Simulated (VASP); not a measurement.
Set up this calculation in VASP 6.6.1, as the native input.

```yaml
Task: single point
Functional: PBE0
Potentials_or_basis: VASP PAW PBE potentials, release 64 (C)
Cutoff: 520 eV
k_mesh: 8 × 8 × 2
Occupations: fermi-dirac, width 0.05 eV
Spin: no spin polarisation
Dipole_correction: no
Grid_for_exact_exchange_PRECFOCK: Normal
Further_INCAR_settings: ALGO = Normal; EDIFF = 1e-06; NBANDS = 11
Share_of_exact_exchange: 0.25
```

C, a slab with vacuum:

```xyz
2
Lattice="2.5043 0.0000 0.0000 -1.2522 2.1688 0.0000 0.0000 0.0000 8.6910" Properties=species:S:1:pos:R:3 pbc="T T T"
C     1.2522    0.7229    0.0000
C     0.0000    1.4459    0.0000
```

One way to write it, as run:

POSCAR

```
C
1.0
    2.5043425914      0.0000000000      0.0000000000
   -1.2521712957      2.1688243040      0.0000000000
    0.0000000000      0.0000000000      8.6909792017
C
2
Direct
    0.6666666667      0.3333333333      0.0000000000
    0.3333333333      0.6666666667      0.0000000000
```

INCAR.step1

```
PREC = Accurate
ENCUT = 520
EDIFF = 1E-5
ISMEAR = -1
SIGMA = 0.05
LREAL = False
LASPH = True
NELM = 60
ALGO = Normal
ISIF = 2
LWAVE = True
LCHARG = False
GGA = PE
NBANDS = 11
```

INCAR.step2

```
PREC = Accurate
ENCUT = 520
EDIFF = 1E-6
ISMEAR = -1
SIGMA = 0.05
LREAL = False
LASPH = True
NELM = 60
ALGO = Normal
ISIF = 2
LWAVE = False
LCHARG = False
GGA = PE
LHFCALC = True
AEXX = 0.25
PRECFOCK = Normal
ISTART = 1
NBANDS = 11
```

KPOINTS

```
regular mesh
0
Gamma
  8 8 2
```

Potentials or basis: VASP PAW PBE potentials, release 64 (C).

Command:

```bash
$ cat potpaw_PBE.64/C/POTCAR > POTCAR
$ cp INCAR.step1 INCAR
$ mpirun -np 1 vasp_std > vasp.out
$ cp INCAR.step2 INCAR
$ mpirun -np 1 vasp_std > vasp.out
```

It took 4.1 min on 1 thread of Intel(R) Xeon(R) Platinum 8259CL CPU @ 2.50GHz (Skylake/Cascade Lake), with other jobs on the host, peak memory 0.17 GiB.
